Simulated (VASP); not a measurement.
Input of a VASP 6.6.1 run:

The input POSCAR:

```
Ca
1.0
   -2.2052049036      2.2052049036      2.1961148100
    2.2052049036     -2.2052049036      2.1961148100
    2.2052049036      2.2052049036     -2.1961148100
Ca
1
Direct
    0.5000000000      0.5000000000      0.0000000000
```

File INCAR.step1:

```
ALGO = Normal
EDIFF = 1E-4
ENCUT = 520
GGA = PE
ISMEAR = -1
LASPH = True
LCHARG = False
LREAL = False
LWAVE = True
NBANDS = 11
NELM = 60
PREC = Accurate
SIGMA = 0.05
```

Contents of INCAR.step2:

```
ALGO = Normal
EDIFF = 1E-7
ENCUT = 520
ISIF = 2
ISMEAR = -1
ISTART = 1
IVDW = 12
LASPH = True
LCHARG = False
LMIXTAU = True
LREAL = False
LWAVE = False
METAGGA = R2SCAN
NBANDS = 11
NELM = 60
PREC = Accurate
SIGMA = 0.05
VDW_A1 = 0.49484001
VDW_A2 = 5.73083694
VDW_S6 = 1.0
VDW_S8 = 0.78981345
```

KPOINTS

```
k-points
0
Gamma
  9 9 9
```

Potentials or basis: VASP PAW PBE potentials, release 64 (Ca_sv).

Command:

```sh
$ cat potpaw_PBE.64/Ca_sv/POTCAR > POTCAR
$ cp INCAR.step1 INCAR
$ mpirun -np 1 vasp_std > vasp.out
$ cp INCAR.step2 INCAR
$ mpirun -np 1 vasp_std > vasp.out
```

Question: Estimate the dispersion energy per atom.

Answer: -0.106 eV.

Question: What does it give for the band gap on the k mesh?

Answer: Zero (bands 5 and 6 overlap by 0.30 eV).

Caveat: three body term missing.
